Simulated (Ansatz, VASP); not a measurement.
## Hf: VASP beside Ansatz

```
CELL_PARAMETERS angstrom
-1.69500 1.65212 1.64091
1.87648 -1.65155 1.82182
1.94106 1.89761 -1.64034
ATOMIC_POSITIONS crystal
Hf 0.00000 0.00000 0.00000
```

Alike in both runs: task relaxation of cell and atoms; functional LDA; k mesh 11 × 10 × 10; occupations fermi-dirac, width 0.05 eV; no spin polarisation.

```csv
,VASP,Ansatz
version,VASP 6.6.1,Ansatz 0.2.0
potentials or method,"VASP PAW LDA potentials, release 64 (Hf_pv)",Ansatz PAW
plane-wave cutoff (eV),600,420
valence electrons in the cell,10,26
```

```tsv
	VASP	Ansatz	Ansatz less VASP
gap on the k mesh at the Fermi level, each at its own relaxed structure (eV)	none	none	-
relaxed volume (Å³/atom)	20.50	20.48	-0.020
relaxed cell length with the largest relative difference (Å)	2.996	2.995	-0.0012
```

LDA's correlation is that of Perdew and Zunger in VASP and of Perdew and Wang (1992) in Ansatz. A gap of «none» marks a metal or a gap that the smearing closes. VASP's potentials hold 10 valence electrons a cell and Ansatz's 26, so a difference there can come from the potentials and not from the codes.

Spin-orbit coupling is off throughout. Noted on Ansatz's run: the plane-wave basis is chosen anew once the cell has moved, so the energies of steps on either side of that aren't comparable.
